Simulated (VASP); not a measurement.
Write the native input for VASP 6.6.1 that does the following.

- Task: single point
- Functional: PBEsol
- Potentials or basis: VASP PAW PBE potentials, release 64 (Ga_d, As)
- Cutoff: 520 eV
- k mesh: 13 × 13 × 11
- Occupations: fermi-dirac, width 0.05 eV
- Spin: no spin polarisation
- Dipole correction: no
- Further INCAR settings: ALGO = Normal; EDIFF = 1e-06; NBANDS = 16

The structure of GaAs (WC type) lies in POSCAR:

```
GaAs
1.0
    3.8404235174      0.0000000000      0.0000000000
   -1.9202117587      3.3259043274      0.0000000000
    0.0000000000      0.0000000000      3.2402766840
Ga As
1 1
Direct
    0.0000000000      0.0000000000      0.0000000000
    0.3333333333      0.6666666667      0.5000000000
```

These files were run (other wordings do the same):

INCAR

```
  PREC = Accurate
  ENCUT = 520
  EDIFF = 1E-6
  ISMEAR = -1
  SIGMA = 0.05
  LREAL = False
  LASPH = True
  NELM = 60
  ALGO = Normal
  ISIF = 2
  LWAVE = False
  LCHARG = False
  GGA = PS
  NBANDS = 16
```

KPOINTS

```
Automatic mesh
0
Gamma
  13 13 11
```

Potentials or basis: VASP PAW PBE potentials, release 64 (Ga_d, As).

Run with:

```console
$ cat potpaw_PBE.64/Ga_d/POTCAR potpaw_PBE.64/As/POTCAR > POTCAR
$ mpirun -np 1 vasp_std > vasp.out
```

Results of the run:

```
Pressure               : -3.2 GPa
Band gap on the k mesh : zero (band 9 reaches 6.96 eV, above the bottom of band 10 at 2.86 eV)
```

Caveat: the PAW data sets were made with another functional, which shifts forces and pressure a little.

Run time: 39 s on 1 thread of Intel(R) Xeon(R) Platinum 8375C CPU @ 2.90GHz (Ice Lake), with other jobs on the host, peak memory 0.21 GiB.
